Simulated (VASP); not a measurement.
Wanted: the native input for a VASP 6.6.1 run.

```
Task                   : single point
Functional             : PBEsol
Potentials or basis    : VASP PAW PBE potentials, release 64 (Sn_d, O)
Cutoff                 : 520 eV
k mesh                 : 10 × 10 × 10
Occupations            : gaussian, width 0.05 eV
Spin                   : no spin polarisation
Dipole correction      : no
Further INCAR settings : ALGO = Normal; EDIFF = 1e-06; NBANDS = 35
```

The structure of SnO2 lies in POSCAR:

```
SnO2
1.0
   -2.0990919842      2.0990919842      5.0506252233
    2.0990919842     -2.0990919842      5.0506252233
    2.0990919842      2.0990919842     -5.0506252233
Sn O
2 4
Direct
    0.7500000000      0.2500000000      0.5000000000
    0.0000000000      0.0000000000      0.0000000000
    0.7963742940      0.7963742940      0.0000000000
    0.9536257060      0.4536257060      0.5000000000
    0.2036257060      0.2036257060      0.0000000000
    0.5463742940      0.0463742940      0.5000000000
```

This cell differs from its parent crystal: volume 14.836 Å^3 an atom, c/a of the conventional cell 2.4061.

The input as run:

INCAR

```
PREC = Accurate ; ENCUT = 520
EDIFF = 1E-6 ; ISMEAR = 0
SIGMA = 0.05 ; LREAL = False
LASPH = True ; NELM = 80
ALGO = Normal ; ISIF = 2
LWAVE = False ; LCHARG = True
GGA = PS ; LELF = True
LVHAR = True ; NBANDS = 35
```

KPOINTS

```
Automatic mesh
0
Gamma
  10 10 10
```

Potentials or basis: VASP PAW PBE potentials, release 64 (Sn_d, O).

Run with:

```console
$ cat potpaw_PBE.64/Sn_d/POTCAR potpaw_PBE.64/O/POTCAR > POTCAR
$ mpirun -np 1 vasp_std > vasp.out
```

Results of the run:

```json
{
 "Pressure": "-8.9 GPa",
 "Largest force": "0.043 eV/Å",
 "Band gap on the k mesh": "1.09 eV, indirect (least direct gap 1.42 eV)"
}
```

Caveat: the PAW data sets were made with another functional, which shifts forces and pressure a little; spin-orbit coupling is left out, which moves the levels of the heavy elements.

It took 8.9 min on 1 thread of Oxide Virtual Turin-like Processor (shared host), peak memory 0.44 GiB.
